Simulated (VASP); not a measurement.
# Pb in VASP: notebook

Pb is run at these levels: LDA; tasks: electric field gradients.

All numbers are computed with VASP 6.6.1; they aren't measurements. Logs are shortened: lines on timing, memory, paths and dates and some standing lists are left out, and cuts for length are marked.

## 1. The cell of the first run

The structure is tetragonal, space group I4_1/amd (No. 141). Conventional cell: a = 4.961 Å, b = 4.961 Å, c = 6.878 Å, α = 90.00°, β = 90.00°, γ = 90.00°. Within 4.0 Å of Pb (site symmetry -4m2) lie 4 Pb at 3.02 Å.

## 2. Electric field gradients, LDA (equal xx and yy strain of +2 %)

The input, INCAR:

```
PREC = Accurate
ENCUT = 520
EDIFF = 1E-8
ISMEAR = -1
SIGMA = 0.05
LREAL = False
LASPH = True
NELM = 60
ALGO = Normal
ISIF = 2
LWAVE = False
LCHARG = False
GGA = CA
LEFG = True
NBANDS = 21
```

The input, KPOINTS:

```
regular mesh
0
Gamma
  8 8 8
```

The input, POSCAR:

```
Pb
1.0
    0.0000000000      3.5077800566      3.4390000555
    3.5077800566      0.0000000000      3.4390000555
    3.5077800566      3.5077800566      0.0000000000
Pb
2
Direct
    0.0000000000      0.0000000000      0.0000000000
    0.2500000000      0.2500000000      0.2500000000
```

Potentials or basis: VASP PAW LDA potentials, release 64 (Pb_d).

Command:

```console
$ cat potpaw_LDA.64/Pb_d/POTCAR > POTCAR
$ mpirun -np 1 vasp_std > vasp.out
```

OUTCAR:

```text
PREC = Accurate
   ENCUT = 520
   EDIFF = 1E-8
   ISMEAR = -1
   LREAL = False
   LASPH = True
   NELM = 60
   ISIF = 2
   GGA = CA

 ion  position               nearest neighbor table
   1  0.000  0.000  0.000-   2 3.02   2 3.02   2 3.02   2 3.02
   2  0.250  0.250  0.250-   1 3.02   1 3.02   1 3.02   1 3.02

  LATTYP: Found a body centered tetragonal cell.
 ALAT       =     4.9607501299
 C/A-ratio  =     1.3864838847

  Lattice vectors:

 A1 = (   0.0000000000,  -3.5077800566,  -3.4390000555)
 A2 = (   0.0000000000,   3.5077800566,  -3.4390000555)
 A3 = (   3.5077800566,   0.0000000000,   3.4390000555)

Analysis of symmetry for initial positions (statically):
=====================================================================
 Subroutine PRICEL returns:
 Original cell was already a primitive cell.

 Routine SETGRP: Setting up the symmetry group for a
 body centered tetragonal supercell.

 Subroutine GETGRP returns: Found 16 space group operations
 (whereof  8 operations were pure point group operations)
 out of a pool of 16 trial point group operations.

The static configuration has the point symmetry D_2d.
 The point group associated with its full space group is D_4h.

Analysis of symmetry for dynamics (positions and initial velocities):
=====================================================================
 Subroutine PRICEL returns:
 Original cell was already a primitive cell.

 Routine SETGRP: Setting up the symmetry group for a
 body centered tetragonal supercell.

 Subroutine GETGRP returns: Found 16 space group operations
 (whereof  8 operations were pure point group operations)
 out of a pool of 16 trial point group operations.

The dynamic configuration has the point symmetry D_2d.
 The point group associated with its full space group is D_4h.

 Subroutine INISYM returns: Found 16 space group operations
 (whereof  8 operations are pure point group operations),
 and found     1 'primitive' translations

----------------------------------------------------------------------------------------

                                     Primitive cell

  volume of cell :      84.6305

  direct lattice vectors                    reciprocal lattice vectors
     0.000000000  3.507780057  3.439000056    -0.142540294  0.142540294  0.145391100
     3.507780057  0.000000000  3.439000056     0.142540294 -0.142540294  0.145391100
     3.507780057  3.507780057  0.000000000     0.142540294  0.142540294 -0.145391100

  length of vectors
     4.912356085  4.912356085  4.960750130     0.248543844  0.248543844  0.248543844

  position of ions in fractional coordinates (direct lattice)
     0.000000000  0.000000000  0.000000000
     0.250000000  0.250000000  0.250000000

  ion indices of the primitive-cell ions
   primitive index   ion index
                 1           1
                 2           2

----------------------------------------------------------------------------------------

 KPOINTS: regular mesh

Automatic generation of k-mesh.
 Grid dimensions read from file:
 generate k-points for:    8    8    8

 Generating k-lattice:

  Cartesian coordinates                     Fractional coordinates (reciprocal lattice)
    -0.017817537  0.017817537  0.018173887     0.125000000  0.000000000  0.000000000
     0.017817537 -0.017817537  0.018173887     0.000000000  0.125000000  0.000000000
     0.017817537  0.017817537 -0.018173887     0.000000000  0.000000000  0.125000000

  Length of vectors
     0.031067981  0.031067981  0.031067981

  Shift w.r.t. Gamma in fractional coordinates (k-lattice)
     0.000000000  0.000000000  0.000000000

 Subroutine IBZKPT returns following result:
 ===========================================

 Found     59 irreducible k-points:

 Following reciprocal coordinates:
            Coordinates               Weight
  0.000000  0.000000  0.000000      1.000000
  0.125000  0.000000  0.000000      8.000000
  0.250000  0.000000  0.000000      8.000000
  0.375000  0.000000  0.000000      8.000000
  0.500000  0.000000  0.000000      4.000000
  0.125000  0.125000  0.000000      2.000000
[... 16 lines left out ...]
  0.250000  0.000000  0.125000     16.000000
  0.375000  0.000000  0.125000     16.000000
 [... further k-points ...]
   k-points           NKPTS =     59   k-points in BZ     NKDIM =     59   number of bands    NBANDS=     21
   number of dos      NEDOS =    301   number of ions     NIONS =      2
   total plane-waves  NPLWV =  64000
   dimension x,y,z NGX =    40 NGY =   40 NGZ =   40
   dimension x,y,z NGXF=    80 NGYF=   80 NGZF=   80
   ions per type =               2
   NGX,Y,Z   is equivalent  to a cutoff of  13.54, 13.54, 13.40 a.u.
   NGXF,Y,Z  is equivalent  to a cutoff of  27.07, 27.07, 26.81 a.u.
 SYSTEM =  unknown system
   PREC   = accura    normal or accurate (medium, high low for compatibility)
   ISTART =      0    job   : 0-new  1-cont  2-samecut
   ICHARG =      2    charge: 1-file 2-atom 10-const
   ISPIN  =      1    spin polarized calculation?
   LNONCOLLINEAR =      F non collinear calculations
   LSORBIT =      F    spin-orbit coupling
   LASPH  =      T    aspherical Exc in radial PAW
   ENCUT  =  520.0 eV  38.22 Ry    6.18 a.u.   9.13  9.13  9.22*2*pi/ulx,y,z
   NELM   =     60;   NELMIN=  2; NELMDL= -5     # of ELM steps
   EDIFF  = 0.1E-07   stopping-criterion for ELM
   LREAL  =      F    real-space projection
   EDIFFG = 0.1E-06   stopping-criterion for IOM
   NSW    =      0    number of steps for IOM
   IBRION =     -1    ionic relax: 0-MD 1-quasi-New 2-CG
   NFREE  =      0    steps in history (QN), initial steepest desc. (CG)
   ISIF   =      2    stress and relaxation
   ISYM   =      2    0-nonsym 1-usesym 2-fastsym
   POTIM  = 0.5000    time-step for ionic-motion
   TEBEG  =    0.0;   TEEND  =   0.0 temperature during run
   PSTRESS=    0.0 pullay stress
   NELECT =      28.0000    total number of electrons
   NUPDOWN=      -1.0000    fix difference up-down
   EMIN   =  10.00;   EMAX   =-10.00  energy-range for DOS
   EFERMI =   0.00;   METHOD = LEGACY
   ISMEAR =    -1;   SIGMA  =   0.05  broadening in eV -4-tet -1-fermi 0-gaus
   EFERMI_NEDOS =   21; number of points for ismear=-14 and -15
   IALGO  =     38    algorithm
   IMIX   =      4    mixing-type and parameters
     AMIX     =   0.40;   BMIX     =  1.00
     AMIX_MAG =   1.60;   BMIX_MAG =  1.00
  volume/ion in A,a.u.               =      42.32       285.56
  Fermi-wavevector in a.u.,A,eV,Ry     =   1.132275  2.139689 17.443301  1.282046
  Thomas-Fermi vector in A             =   2.268976
   LORBIT       =      0    0 simple, 1 ext, 2 COOP (PROOUT), +10 PAW based schemes
   GGA     = CA    functional components
   LHFCALC =     F    Hartree Fock is set to
   AEXX    =    0.0000 exact exchange contribution
   IVDW    =     0    specifies the selected vdW correction
   LEPSILON=     F    determine dielectric tensor
   LRPA    =     F    only Hartree local field effects (RPA)
 non-spin polarized calculation
  energy-cutoff  :      520.00
  volume of cell :       84.63
 maximum number of plane-waves:      2312
 NGX is ok and might be reduce to    40
   NGX = 19   NGY = 19   NGZ = 19

 number of electron      27.9999999 magnetization

 Free energy of the ion-electron system (eV)
  ---------------------------------------------------
  ext. energy  EPLUGINS =         0.00000000
  ---------------------------------------------------
  free energy    TOTEN  =        -7.86427882 eV

  energy without entropy =       -7.86017386  energy(sigma->0) =       -7.86222634

 E-fermi :   3.7369     XC(G=0):  -8.5963

 val. band max:        3.7128816396   @ k =  -0.1250   0.1250   0.0000
 cond. band min:       3.7688272032   @ k =   0.1250   0.0000   0.0000
 fundamental gap:      0.0559455636
 Fermi energy:         3.7369457180

 k-point     1 :       0.0000    0.0000    0.0000
  band No.  band energies     occupation
      1     -13.3872      2.00000
      2     -13.3767      2.00000
      3     -13.3767      2.00000
      4     -13.3093      2.00000
      5     -13.3046      2.00000
      6     -12.9215      2.00000
[... 13 lines left out ...]
     20      11.5138      0.00000
     21      11.5139      0.00000
[... 529 lines left out ...]
 k-point    24 :       0.3750    0.0000    0.1250
  band No.  band energies     occupation
      1     -13.4374      2.00000
      2     -13.4209      2.00000
      3     -13.3539      2.00000
      4     -13.2378      2.00000
      5     -13.2065      2.00000
      6     -13.0471      2.00000
[... 13 lines left out ...]
     20      10.9790      0.00000
     21      11.8655      0.00000

 [... further k-points ...]

------------------------ aborting loop because EDIFF is reached ----------------------------------------

  FORCE on cell =-STRESS in cart. coord.  units (eV):
  Direction    XX          YY          ZZ          XY          YZ          ZX
  --------------------------------------------------------------------------------------
  -------------------------------------------------------------------------------------
  Total       -1.0063088     -1.0063088     -0.8699829      0.0000000     -0.0000000     -0.0000000
  in kB      -19.0508766    -19.0508766    -16.4700300      0.0000000     -0.0000000     -0.0000000
  external PRESSURE =     -18.1905944 kB  Pullay stress =       0.0000000 kB

 VOLUME and BASIS-vectors are now :
 -----------------------------------------------------------------------------
  energy-cutoff  :      520.00
  volume of cell :       84.63
      direct lattice vectors                 reciprocal lattice vectors
     0.000000000  3.507780057  3.439000056    -0.142540294  0.142540294  0.145391100
     3.507780057  0.000000000  3.439000056     0.142540294 -0.142540294  0.145391100
     3.507780057  3.507780057  0.000000000     0.142540294  0.142540294 -0.145391100

 POSITION                                       TOTAL-FORCE (eV/Angst)
 -----------------------------------------------------------------------------------
      0.00000      0.00000      0.00000         0.000000      0.000000      0.000000
      1.75389      1.75389      1.71950        -0.000000     -0.000000     -0.000000
 -----------------------------------------------------------------------------------
    total drift:                               -0.000000      0.000000      0.000000

  FREE ENERGIE OF THE ION-ELECTRON SYSTEM (eV)
  ---------------------------------------------------
  free  energy   TOTEN  =        -7.8642788232 eV

  energy  without entropy=       -7.8601738556  energy(sigma->0) =       -7.86222634

 Electric field gradients (V/A^2)
---------------------------------------------------------------------
 ion       V_xx      V_yy      V_zz      V_xy      V_xz      V_yz
---------------------------------------------------------------------
   1      -7.642    -7.642    15.284     0.001     0.001     0.001
   2      -7.642    -7.642    15.284     0.001     0.001     0.001
---------------------------------------------------------------------

 Electric field gradients after diagonalization (V/A^2)
 (convention: |V_zz| > |V_xx| > |V_yy|)
----------------------------------------------------------------------
 ion       V_xx      V_yy      V_zz     asymmetry (V_yy - V_xx)/ V_zz
----------------------------------------------------------------------
   1      -7.643    -7.641    15.284       0.000
   2      -7.643    -7.641    15.284       0.000
----------------------------------------------------------------------

           NMR quadrupolar parameters

 Cq : quadrupolar parameter    Cq=e*Q*V_zz/h
 eta: asymmetry parameters     (V_yy - V_xx)/ V_zz
 Q  : nuclear electric quadrupole moment in mb (millibarn)
----------------------------------------------------------------------
 ion       Cq(MHz)       eta       Q (mb)
----------------------------------------------------------------------
   1       0.037       0.000       1.000
   2       0.037       0.000       1.000
----------------------------------------------------------------------
```

It took 61 s on 1 thread of AMD EPYC 9R45 (Zen 5), shared host; peak memory 0.21 GiB.

Results:

```yaml
Free_energy: -7.8643 eV
Pressure: -1.8 GPa
Band_gap_on_the_k_mesh: zero (bands 14 and 15 overlap by 0.99 eV)
Largest_electric_field_gradient_by_atom: Pb +15.3 V/Å²
```

Electric field gradients, principal values (V/Å²):
```tsv
atom	least	middle	greatest (by size)
1 Pb	-7.641	-7.643	15.284
2 Pb	-7.641	-7.643	15.284
```

Caveat: the cell differs from its parent crystal (equal xx and yy strain of +2 %); without QUAD_EFG the Cq values of the log hold for a quadrupole moment of 1 mb, not for the nuclei; spin-orbit coupling is left out, which moves the levels of the heavy elements.

## 3. Electric field gradients, LDA (equal xy, yz and zx shear strains of -1 %)

The input, INCAR:

```
SYSTEM = Pb
PREC = Accurate
ENCUT = 520
EDIFF = 1E-8
ISMEAR = -1
SIGMA = 0.05
LREAL = .False.
LASPH = .True.
NELM = 60
ALGO = Normal
ISIF = 2
LWAVE = .False.
LCHARG = .False.
GGA = CA
LEFG = .True.
NBANDS = 21
```

The input, KPOINTS:

```
regular mesh
0
Gamma
  8 8 8
  0 0 0
```

The input, POSCAR:

```
Pb
1.0
   -0.0343900006      3.4218050552      3.4218050552
    3.4218050552     -0.0343900006      3.4218050552
    3.4218050552      3.4218050552     -0.0343900006
Pb
2
Direct
    0.0000000000      0.0000000000      0.0000000000
    0.2500000000      0.2500000000      0.2500000000
```

Potentials or basis: VASP PAW LDA potentials, release 64 (Pb_d).

Command:

```console
$ cat potpaw_LDA.64/Pb_d/POTCAR > POTCAR
$ mpirun -np 1 vasp_std > vasp.out
```

OUTCAR:

```text
SYSTEM = Pb
   PREC = Accurate
   ENCUT = 520
   EDIFF = 1E-8
   ISMEAR = -1
   LREAL = .False.
   LASPH = .True.
   NELM = 60
   ISIF = 2
   GGA = CA

 ion  position               nearest neighbor table
   1  0.000  0.000  0.000-   2 2.95   2 2.99   2 2.99   2 2.99
   2  0.250  0.250  0.250-   1 2.95   1 2.99   1 2.99   1 2.99

  LATTYP: Found a trigonal (rhomboedric) cell.
 ALAT       =     4.8392853133
 COS(alpha) =     0.4899250057

  Lattice vectors:

 A1 = (  -0.0343900006,   3.4218050552,   3.4218050552)
 A2 = (   3.4218050552,  -0.0343900006,   3.4218050552)
 A3 = (   3.4218050552,   3.4218050552,  -0.0343900006)

Analysis of symmetry for initial positions (statically):
=====================================================================
 Subroutine PRICEL returns:
 Original cell was already a primitive cell.

 Routine SETGRP: Setting up the symmetry group for a
[... 766 lines left out ...]
  energy-cutoff  :      520.00
  volume of cell :       81.34
      direct lattice vectors                 reciprocal lattice vectors
    -0.034390001  3.421805055  3.421805055    -0.143937116  0.145398406  0.145398406
     3.421805055 -0.034390001  3.421805055     0.145398406 -0.143937116  0.145398406
     3.421805055  3.421805055 -0.034390001     0.145398406  0.145398406 -0.143937116

 POSITION                                       TOTAL-FORCE (eV/Angst)
 -----------------------------------------------------------------------------------
      0.00000      0.00000      0.00000        -0.066568     -0.066568     -0.066568
      1.70231      1.70231      1.70231         0.066568      0.066568      0.066568
 -----------------------------------------------------------------------------------
    total drift:                                0.000000      0.000000      0.000000

  FREE ENERGIE OF THE ION-ELECTRON SYSTEM (eV)
  ---------------------------------------------------
  free  energy   TOTEN  =        -7.8876428964 eV

  energy  without entropy=       -7.8834951967  energy(sigma->0) =       -7.88556905

 Electric field gradients (V/A^2)
---------------------------------------------------------------------
 ion       V_xx      V_yy      V_zz      V_xy      V_xz      V_yz
---------------------------------------------------------------------
   1       0.000     0.000    -0.000   -13.663   -13.663   -13.663
   2       0.000     0.000    -0.000   -13.663   -13.663   -13.663
---------------------------------------------------------------------

 Electric field gradients after diagonalization (V/A^2)
 (convention: |V_zz| > |V_xx| > |V_yy|)
----------------------------------------------------------------------
 ion       V_xx      V_yy      V_zz     asymmetry (V_yy - V_xx)/ V_zz
----------------------------------------------------------------------
   1      13.663    13.663   -27.326       0.000
   2      13.663    13.663   -27.326       0.000
----------------------------------------------------------------------

           NMR quadrupolar parameters

 Cq : quadrupolar parameter    Cq=e*Q*V_zz/h
 eta: asymmetry parameters     (V_yy - V_xx)/ V_zz
 Q  : nuclear electric quadrupole moment in mb (millibarn)
----------------------------------------------------------------------
 ion       Cq(MHz)       eta       Q (mb)
----------------------------------------------------------------------
   1      -0.066       0.000       1.000
   2      -0.066       0.000       1.000
----------------------------------------------------------------------
```

Run time: 59 s. Hardware: 1 thread of Intel Xeon Platinum 8488C (Sapphire Rapids), shared host; peak memory 0.22 GiB.

Results:

| Property | Result |
| --- | --- |
| Free energy | -7.8876 eV |
| Pressure | -0.7 GPa |
| Largest force | 0.115 eV/Å |
| Band gap on the k mesh | zero (bands 14 and 15 overlap by 1.20 eV) |
| Largest electric field gradient by atom | Pb -27.3 V/Å² |

Forces on the atoms (eV/Å):
```
Pb  -0.067 -0.067 -0.067
Pb   0.067  0.067  0.067
```

Levels at points of the mesh, in eV from the Fermi level:
```
           k point  band 12  band 13  band 14  band 15  band 16  band 17
(0.00, 0.00, 0.00)    -4.00     0.35     0.35     0.36     2.29     2.29
(0.50, 0.00, 0.00)    -7.14    -1.02    -0.79    -0.77     3.42     3.54
(0.50, 0.50, 0.00)    -8.50    -2.06    -1.99     0.74     0.81     7.07
(0.50, 0.50, 0.50)    -7.24    -1.09    -0.85    -0.85     3.43     3.43
```

Electric field gradients, principal values (V/Å²):
```tsv
atom	least	middle	greatest (by size)
1 Pb	13.663	13.663	-27.326
2 Pb	13.663	13.663	-27.326
```

Caveat: the cell differs from its parent crystal (equal xy, yz and zx shear strains of -1 %); without QUAD_EFG the Cq values of the log hold for a quadrupole moment of 1 mb, not for the nuclei; spin-orbit coupling is left out, which moves the levels of the heavy elements.
